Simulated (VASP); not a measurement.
## Zr: single point with PBE

Crystal: Zr.

```
Zr
1.0
     0.00000    2.26462    2.26462
     2.26462    0.00000    2.26462
     2.26462    2.26462    0.00000
Zr
1
Direct
  0.00000 0.00000 0.00000
```

| Property | Result |
| --- | --- |
| Program | VASP 6.6.1 |
| Task | single point |
| Functional | PBE |
| Potentials or basis | VASP PAW PBE potentials, release 64 (Zr_sv) |
| Cutoff | 500 eV |
| k mesh | 10 × 10 × 10 |
| Occupations | gaussian, width 0.1 eV |
| Spin | no spin polarisation |

| Item | Value |
| --- | --- |
| Pressure | 0.1 GPa |
| Band gap on the k mesh | zero (band 6 reaches 9.89 eV, above the bottom of band 7 at 8.63 eV) |

Levels at points of the mesh, in eV from the Fermi level:
| k point | band 4 | band 5 | band 6 | band 7 | band 8 | band 9 |
| --- | --- | --- | --- | --- | --- | --- |
| (0.00, 0.00, 0.00) | -26.21 | -5.54 | 0.99 | 0.99 | 0.99 | 3.41 |
| (0.50, 0.00, 0.00) | -26.33 | -2.93 | 0.81 | 0.81 | 1.12 | 5.19 |
| (0.50, 0.50, 0.00) | -26.55 | -2.97 | -2.17 | 3.01 | 5.20 | 5.70 |

Run time: 5.1 s on 1 thread of Intel(R) Xeon(R) 6975P-C (Granite Rapids) (shared host), peak memory 0.13 GiB.
